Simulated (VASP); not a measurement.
# Mn (Fm-3m) in VASP: a series of runs

Mn is run at these levels: revPBE; tasks: single point, relaxation of cell and atoms.

Everything below comes from runs of VASP 6.6.1. Logs are shortened: lines on timing, memory, paths and dates and some standing lists are left out, and cuts for length are marked.

## 1. The cell of the first run

The structure is cubic, space group Fm-3m (No. 225). Conventional cell: a = 3.612 Å, b = 3.612 Å, c = 3.612 Å, α = 90.00°, β = 90.00°, γ = 90.00°. Within 3.4 Å of Mn (site symmetry m-3m) lie 12 Mn at 2.55 Å.

## 2. Single point, revPBE (volume scaled by 1.08)

INCAR reads:

```
SYSTEM = Mn
ALGO = Normal ; EDIFF = 1E-7
ENCUT = 520 ; GGA = RE
ISIF = 2 ; ISMEAR = -1
LASPH = .True. ; LCHARG = .True.
LELF = .True. ; LREAL = .False.
LVHAR = .True. ; LWAVE = .False.
NBANDS = 12 ; NELM = 60
PREC = Accurate ; SIGMA = 0.1
```

KPOINTS reads:

```
k-points
0
Gamma
  17 17 17
  0 0 0
```

POSCAR reads:

```
Mn
1.0
    0.0000000000      1.8062164499      1.8062164499
    1.8062164499      0.0000000000      1.8062164499
    1.8062164499      1.8062164499      0.0000000000
Mn
1
Direct
    0.0000000000      0.0000000000      0.0000000000
```

Potentials or basis: VASP PAW PBE potentials, release 64 (Mn_pv).

Started as:

```sh
cat potpaw_PBE.64/Mn_pv/POTCAR > POTCAR
mpirun -np 1 vasp_std > vasp.out
```

OUTCAR:

```text
SYSTEM = Mn
   EDIFF = 1E-7
   ENCUT = 520
   GGA = RE
   ISIF = 2
   ISMEAR = -1
   LASPH = .True.
   LREAL = .False.
   NELM = 60
   PREC = Accurate

 ion  position               nearest neighbor table
   1  0.000  0.000  0.000-

  LATTYP: Found a face centered cubic cell.
 ALAT       =     3.6124328998

  Lattice vectors:

 A1 = (   0.0000000000,   1.8062164499,   1.8062164499)
 A2 = (   1.8062164499,   0.0000000000,   1.8062164499)
 A3 = (   1.8062164499,   1.8062164499,   0.0000000000)

Analysis of symmetry for initial positions (statically):
=====================================================================
 Subroutine PRICEL returns:
 Original cell was already a primitive cell.

 Routine SETGRP: Setting up the symmetry group for a
 face centered cubic supercell.

 Subroutine GETGRP returns: Found 48 space group operations
 (whereof 48 operations were pure point group operations)
 out of a pool of 48 trial point group operations.

The static configuration has the point symmetry O_h .

Analysis of symmetry for dynamics (positions and initial velocities):
=====================================================================
 Subroutine PRICEL returns:
 Original cell was already a primitive cell.

 Routine SETGRP: Setting up the symmetry group for a
 face centered cubic supercell.

 Subroutine GETGRP returns: Found 48 space group operations
 (whereof 48 operations were pure point group operations)
 out of a pool of 48 trial point group operations.

The dynamic configuration has the point symmetry O_h .

 Subroutine INISYM returns: Found 48 space group operations
 (whereof 48 operations are pure point group operations),
 and found     1 'primitive' translations

----------------------------------------------------------------------------------------

                                     Primitive cell

  volume of cell :      11.7853

  direct lattice vectors                    reciprocal lattice vectors
     0.000000000  1.806216450  1.806216450    -0.276821751  0.276821751  0.276821751
     1.806216450  0.000000000  1.806216450     0.276821751 -0.276821751  0.276821751
     1.806216450  1.806216450  0.000000000     0.276821751  0.276821751 -0.276821751

  length of vectors
     2.554375800  2.554375800  2.554375800     0.479469337  0.479469337  0.479469337

  position of ions in fractional coordinates (direct lattice)
     0.000000000  0.000000000  0.000000000
[... 81 lines left out ...]
   NFREE  =      0    steps in history (QN), initial steepest desc. (CG)
   ISIF   =      2    stress and relaxation
   ISYM   =      2    0-nonsym 1-usesym 2-fastsym
   POTIM  = 0.5000    time-step for ionic-motion
   TEBEG  =    0.0;   TEEND  =   0.0 temperature during run
   PSTRESS=    0.0 pullay stress
   NELECT =      13.0000    total number of electrons
   NUPDOWN=      -1.0000    fix difference up-down
   EMIN   =  10.00;   EMAX   =-10.00  energy-range for DOS
   EFERMI =   0.00;   METHOD = LEGACY
   ISMEAR =    -1;   SIGMA  =   0.10  broadening in eV -4-tet -1-fermi 0-gaus
   EFERMI_NEDOS =   21; number of points for ismear=-14 and -15
   IALGO  =     38    algorithm
   IMIX   =      4    mixing-type and parameters
     AMIX     =   0.40;   BMIX     =  1.00
     AMIX_MAG =   1.60;   BMIX_MAG =  1.00
  volume/ion in A,a.u.               =      11.79        79.53
  Fermi-wavevector in a.u.,A,eV,Ry     =   1.691516  3.196502 38.929357  2.861227
  Thomas-Fermi vector in A             =   2.773269
   LORBIT       =      0    0 simple, 1 ext, 2 COOP (PROOUT), +10 PAW based schemes
   GGA     = RE    functional components
   LHFCALC =     F    Hartree Fock is set to
   AEXX    =    0.0000 exact exchange contribution
   IVDW    =     0    specifies the selected vdW correction
   LEPSILON=     F    determine dielectric tensor
   LRPA    =     F    only Hartree local field effects (RPA)
 non-spin polarized calculation
  energy-cutoff  :      520.00
  volume of cell :       11.79
 maximum number of plane-waves:       331
   NGX =  9   NGY =  9   NGZ =  9

 number of electron      13.0000014 magnetization

 Free energy of the ion-electron system (eV)
  ---------------------------------------------------
  ext. energy  EPLUGINS =         0.00000000
  ---------------------------------------------------
  free energy    TOTEN  =        -8.46098586 eV

  energy without entropy =       -8.40485666  energy(sigma->0) =       -8.43292126

 E-fermi :   9.3210     XC(G=0): -13.3822

 val. band max:        9.3179631759   @ k =  -0.2941   0.2941   0.0000
 cond. band min:       9.3304091937   @ k =  -0.2941   0.2941   0.1176
 fundamental gap:      0.0124460179
 Fermi energy:         9.3210449111

 k-point     1 :       0.0000    0.0000    0.0000
  band No.  band energies     occupation
      1     -38.4359      2.00000
      2     -38.4359      2.00000
      3     -38.4359      2.00000
      4       1.4339      2.00000
      5       8.3251      1.99991
      6       8.3251      1.99991
      7       8.3251      1.99991
      8       9.8031      0.01600
      9       9.8031      0.01600
     10      30.0629      0.00000
     11      35.2934      0.00000
     12      35.2934      0.00000
[... 331 lines left out ...]
 k-point    24 :      -0.1176    0.0588    0.0000
  band No.  band energies     occupation
      1     -38.5432      2.00000
      2     -38.4637      2.00000
      3     -38.4453      2.00000
      4       2.2676      2.00000
      5       8.0035      2.00000
      6       8.5463      1.99914
      7       8.5485      1.99912
      8       9.5876      0.13007
      9       9.8552      0.00953
     10      29.0510      0.00000
     11      31.0546      0.00000
     12      34.1898      0.00000

 [... further k-points ...]

------------------------ aborting loop because EDIFF is reached ----------------------------------------

  FORCE on cell =-STRESS in cart. coord.  units (eV):
  Direction    XX          YY          ZZ          XY          YZ          ZX
  --------------------------------------------------------------------------------------
  -------------------------------------------------------------------------------------
  Total       -1.2580187     -1.2580187     -1.2580187     -0.0000000      0.0000000     -0.0000000
  in kB     -171.0244859   -171.0244859   -171.0244859     -0.0000000      0.0000000     -0.0000000
  external PRESSURE =    -171.0244859 kB  Pullay stress =       0.0000000 kB

 VOLUME and BASIS-vectors are now :
 -----------------------------------------------------------------------------
  energy-cutoff  :      520.00
  volume of cell :       11.79
      direct lattice vectors                 reciprocal lattice vectors
     0.000000000  1.806216450  1.806216450    -0.276821751  0.276821751  0.276821751
     1.806216450  0.000000000  1.806216450     0.276821751 -0.276821751  0.276821751
     1.806216450  1.806216450  0.000000000     0.276821751  0.276821751 -0.276821751

 POSITION                                       TOTAL-FORCE (eV/Angst)
 -----------------------------------------------------------------------------------
      0.00000      0.00000      0.00000         0.000000      0.000000      0.000000
 -----------------------------------------------------------------------------------
    total drift:                                0.000000      0.000000     -0.000000

  FREE ENERGIE OF THE ION-ELECTRON SYSTEM (eV)
  ---------------------------------------------------
  free  energy   TOTEN  =        -8.4609858576 eV

  energy  without entropy=       -8.4048566558  energy(sigma->0) =       -8.43292126
```

stdout:

```text
POSCAR found type information on POSCAR Mn
 POSCAR found :  1 types and       1 ions
 scaLAPACK will be used
 -----------------------------------------------------------------------------
|                                                                             |
|                                                                             |
|     You enforced a specific xc type in the INCAR file but a different       |
|     I HOPE YOU KNOW WHAT YOU ARE DOING!                                     |
|                                                                             |
 -----------------------------------------------------------------------------

 LDA part: xc-table for (Slater+PW92), standard interpolation
 POSCAR, INCAR and KPOINTS ok, starting setup
 FFT: planning ... GRIDC
 FFT: planning ... GRID_SOFT
 FFT: planning ... GRID
 WAVECAR not read
 entering main loop
```

Wall time 29 s (1 thread of Intel Xeon Platinum 8175M at 2.50GHz (Skylake/Cascade Lake), shared host); peak memory 0.14 GiB.

Results:

| Item | Value |
| --- | --- |
| Free energy | -8.4610 eV |
| Pressure | -17.1 GPa |

Caveat: the cell differs from its parent crystal (volume scaled by 1.08); the PAW data sets were made with another functional, which shifts forces and pressure a little; the run has no spin polarisation, though such a crystal can be magnetic. Spin polarisation is off, so any magnetic state and its effect on volume and gap are missing.

## 3. Single point, revPBE (volume scaled by 1.12)

INCAR reads:

```
PREC = Accurate
ENCUT = 520
EDIFF = 1E-6
ISMEAR = -1
SIGMA = 0.1
LREAL = False
LASPH = True
NELM = 60
ALGO = Normal
ISIF = 2
LWAVE = False
LCHARG = True
GGA = RE
LELF = True
LVHAR = True
NBANDS = 12
```

KPOINTS reads:

```
regular mesh
0
Gamma
  17 17 17
```

POSCAR reads:

```
Mn
1.0
    0.0000000000      1.8282456509      1.8282456509
    1.8282456509      0.0000000000      1.8282456509
    1.8282456509      1.8282456509      0.0000000000
Mn
1
Direct
    0.0000000000      0.0000000000      0.0000000000
```

Potentials or basis: VASP PAW PBE potentials, release 64 (Mn_pv).

Started as:

```sh
cat potpaw_PBE.64/Mn_pv/POTCAR > POTCAR
mpirun -np 1 vasp_std > vasp.out
```

It took 35 s on 1 thread of Intel Xeon Platinum 8175M at 2.50GHz (Skylake/Cascade Lake), shared host; peak memory 0.14 GiB.

It converged, with:

```yaml
Free_energy: -8.4059 eV
Pressure: -23.2 GPa
```

Levels at points of the mesh, in eV from the Fermi level:
```
           k point  band 4  band 5  band 6  band 7  band 8  band 9  band 10  band 11
(0.00, 0.00, 0.00)   -7.72   -0.94   -0.94   -0.94    0.46    0.46    20.49    25.48
```

Caveat: the cell differs from its parent crystal (volume scaled by 1.12); the PAW data sets were made with another functional, which shifts forces and pressure a little; the run has no spin polarisation, though such a crystal can be magnetic. Spin polarisation is off, so any magnetic state and its effect on volume and gap are missing.

## 4. Relaxation of cell and atoms, revPBE

This run uses another cell than the first one, of 11.75 Å³/atom, 0.997 times its volume.

INCAR reads:

```
SYSTEM = Mn
ALGO = Normal ; EDIFF = 1E-7
EDIFFG = -0.01 ; ENCUT = 600
GGA = RE ; IBRION = 2
ISIF = 3 ; ISMEAR = -1
LASPH = .TRUE. ; LCHARG = .FALSE.
LREAL = .FALSE. ; LWAVE = .FALSE.
NELM = 80 ; NSW = 80
PREC = Accurate ; SIGMA = 0.1
```

KPOINTS reads:

```
k-points
0
G
  15 15 15
  0 0 0
```

POSCAR reads:

```
Mn
1.0
    0.0000000000      1.8043883278      1.8043883278
    1.8043883278      0.0000000000      1.8043883278
    1.8043883278      1.8043883278      0.0000000000
Mn
1
Direct
    0.0000000000      0.0000000000      0.0000000000
```

Started as:

```sh
cat potpaw_PBE.64/Mn_pv/POTCAR > POTCAR
mpirun -np 1 vasp_std > vasp.out
```

Wall time 70 s (1 thread of Intel Xeon Platinum 8175M at 2.50GHz (Skylake/Cascade Lake), shared host); peak memory 0.14 GiB.

It converged, with:

| Quantity | Value |
| --- | --- |
| Free energy | -8.5110 eV |
| Relaxed volume | 10.91 Å³/atom |
| Relaxed cell | a = 2.490 Å, b = 2.490 Å, c = 2.490 Å, α = 60.00°, β = 60.00°, γ = 60.00° |
| Space group after relaxing (to 0.05 Å) | Fm-3m (No. 225) |
| Energy gained by relaxing | 46.6 meV/atom |
| Ionic steps | 4 |
| Pressure after relaxing | -0.1 GPa |

The path:
```csv
step,energy change (eV),largest force (eV/Å),pressure (GPa),volume (Å³)
1,0.0000,0.0000,-16.60,11.75
2,0.0677,0.0000,36.38,9.80
3,-0.0466,0.0000,-0.54,10.93
4,-0.0466,0.0000,-0.08,10.91
```

Final structure:
```xyz
1
Lattice="0.0000 1.7605 1.7605 1.7605 0.0000 1.7605 1.7605 1.7605 0.0000" Properties=species:S:1:pos:R:3 pbc="T T T"
Mn    1.7605    0.0000    1.7605
```

Levels at points of the mesh, in eV from the Fermi level:
| k point | band 4 | band 5 | band 6 | band 7 | band 8 | band 9 | band 10 |
| --- | --- | --- | --- | --- | --- | --- | --- |
| (0.00, 0.00, 0.00) | -8.25 | -1.12 | -1.12 | -1.12 | 0.54 | 0.54 | 21.27 |

Caveat: the PAW data sets were made with another functional, which shifts forces and pressure a little; the run has no spin polarisation, though such a crystal can be magnetic. Spin polarisation is off, so any magnetic state and its effect on volume and gap are missing.

## 5. Overview

```tsv
task	cell	k mesh	cutoff (eV)	gap on the mesh (eV)	pressure (GPa)
single point	a = 2.554 Å, angles 60.0°, 1 atom	17 × 17 × 17	520	none	-17.1
single point	a = 2.586 Å, angles 60.0°, 1 atom	17 × 17 × 17	520	none	-23.2
relaxation of cell and atoms	relaxed from a = 2.552 Å, angles 60.0°, 1 atom	15 × 15 × 15	600	none	-0.1
```

Alike in all rows: level revPBE; potentials or basis VASP PAW PBE potentials, release 64 (Mn_pv); no spin polarisation; smearing fermi-dirac 0.1 eV.

Caveats: the PAW data sets were made with another functional, which shifts forces and pressure a little; the run has no spin polarisation, though such a crystal can be magnetic.

Absolute energies hang on the potentials; compare differences alone.
